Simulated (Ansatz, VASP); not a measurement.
## Two plane-wave programs on Bi

The input INCAR:

```
SYSTEM = Bi
PREC = Accurate
ENCUT = 520
EDIFF = 1E-7
ISMEAR = 0
SIGMA = 0.05
LREAL = .FALSE.
LASPH = .TRUE.
NELM = 80
ALGO = Fast
ISIF = 2
LWAVE = .FALSE.
LCHARG = .TRUE.
GGA = PS
LELF = .TRUE.
LVHAR = .TRUE.
NBANDS = 22
```

The input KPOINTS:

```
Automatic mesh
0
G
  9 9 8
  0 0 0
```

File POSCAR:

```
Bi
1.0
    4.6257182760      0.0000000000      0.0000000000
   -2.3128591380      4.0059895378      0.0000000000
    0.0000000000      0.0000000000      5.3018133424
Bi
2
Direct
    0.3333333333      0.6666666667      0.2500000000
    0.6666666667      0.3333333333      0.7500000000
```

Input for Ansatz:

```yaml
crystal:
  lattice:
    - [4.625718276, 0.0, 0.0]
    - [-2.312859138, 4.0059895378, 0.0]
    - [0.0, 0.0, 5.3018133424]
  atoms:
    - { symbol: Bi, position: [0.3333333333, 0.6666666667, 0.25] }
    - { symbol: Bi, position: [0.6666666667, 0.3333333333, 0.75] }
basis:
  ecutwfc: 420
  fft_grid_basis: typed
kpoints:
  mp_grid: { grid: [9, 9, 8] }
hamiltonian:
  xc: pbesol
  pseudopotentials: { kind: paw }
scf:
  occupations: { method: gaussian, width: 0.05 }
output:
  forces: true
  stress: true
  eigenvalues: true
  bader: true
  write_density: true
  volumetric_format: npy
  elf: true
```

Alike in both runs: task single point; functional PBEsol; k mesh 9 × 9 × 8; occupations gaussian, width 0.05 eV; no spin polarisation.

|  | VASP | Ansatz |
| --- | --- | --- |
| version | VASP 6.6.1 | Ansatz 0.2.0 |
| potentials or method | VASP PAW PBE potentials, release 64 (Bi_d), cutoff 520 eV | scalar-relativistic, plane waves, PAW |
| valence electrons in the cell | 30 | 30 |

VASP gave:

| Quantity | Value |
| --- | --- |
| gap on the k mesh at the Fermi level (eV) | none |
| pressure (GPa) | -8.7 |
| traceless stress, the component that is largest in VASP (GPa) | -2.76 |

Which values does Ansatz return?

gap on the k mesh at the Fermi level (eV): none; pressure (GPa): -8.6; traceless stress, the component that is largest in VASP (GPa): -2.76.

VASP's potentials were made for PBE, not for PBEsol. A gap of «none» marks a metal or a gap that the smearing closes.

Spin-orbit coupling is off throughout.
